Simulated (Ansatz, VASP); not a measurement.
## Two plane-wave programs on CaSe

Contents of POSCAR:

```
CaSe
1.0
    4.1725925836      0.0000000000      0.0000000000
   -2.0862962918      3.6135711770      0.0000000000
    0.0000000000      0.0000000000      7.2334237060
Ca Se
2 2
Direct
    0.0000000000      0.0000000000      0.0000000000
    0.0000000000      0.0000000000      0.5000000000
    0.3333333333      0.6666666667      0.2500000000
    0.6666666667      0.3333333333      0.7500000000
```

INCAR.step1

```
SYSTEM = CaSe
  PREC = Accurate
  ENCUT = 520
  ISMEAR = 0
  SIGMA = 0.01
  LREAL = .False.
  LASPH = .True.
  NELM = 60
  NBANDS = 24
  GGA = PE
  ALGO = Normal
  EDIFF = 1E-4
  LWAVE = .True.
  LCHARG = .False.
```

INCAR.step2

```
SYSTEM = CaSe
  PREC = Accurate
  ENCUT = 520
  EDIFF = 1E-6
  ISMEAR = 0
  SIGMA = 0.01
  LREAL = .False.
  LASPH = .True.
  NELM = 60
  ALGO = Normal
  ISIF = 2
  LWAVE = .False.
  LCHARG = .True.
  METAGGA = R2SCAN
  LMIXTAU = .True.
  LELF = .True.
  LVHAR = .True.
  NBANDS = 24
  ISTART = 1
```

The input KPOINTS:

```
Automatic mesh
0
Gamma
  6 6 4
  0 0 0
```

Input for Ansatz:

```yaml
crystal:
  lattice:
    - [4.1725925836, 0.0, 0.0]
    - [-2.0862962918, 3.613571177, 0.0]
    - [0.0, 0.0, 7.233423706]
  atoms:
    - { symbol: Ca, position: [0.0, 0.0, 0.0] }
    - { symbol: Ca, position: [0.0, 0.0, 0.5] }
    - { symbol: Se, position: [0.3333333333, 0.6666666667, 0.25] }
    - { symbol: Se, position: [0.6666666667, 0.3333333333, 0.75] }
kpoints:
  mp_grid: { grid: [6, 6, 4] }
hamiltonian:
  xc: r2scan
scf:
  occupations: { method: fixed }
  n_extra_bands: 5
output:
  forces: true
  stress: true
  eigenvalues: true
```

Alike in both runs: task single point; functional r2SCAN; k mesh 6 × 6 × 4; no spin polarisation.

|  | VASP | Ansatz |
| --- | --- | --- |
| version | VASP 6.6.1 | Ansatz 0.2.0 |
| potentials or method | VASP PAW PBE potentials, release 64 (Ca_sv, Se) | plane waves, PAW |
| plane-wave cutoff (eV) | 520 | 500 |
| occupations | gaussian, width 0.01 eV | fixed |
| valence electrons in the cell | 32 | 52 |

Ansatz gave:

* gap on the k mesh at the Fermi level (eV): 2.73
* pressure (GPa): -1.4
* traceless stress, the component that is largest in VASP (GPa): -0.07

Problem. What did VASP give for the same quantities?

Solution. gap on the k mesh at the Fermi level (eV): 2.73; pressure (GPa): -1.2; traceless stress, the component that is largest in VASP (GPa): -0.05.

VASP's potentials were made for PBE, not for r2SCAN. VASP's potentials hold 32 valence electrons a cell and Ansatz's 52, so a difference there can come from the potentials and not from the codes.
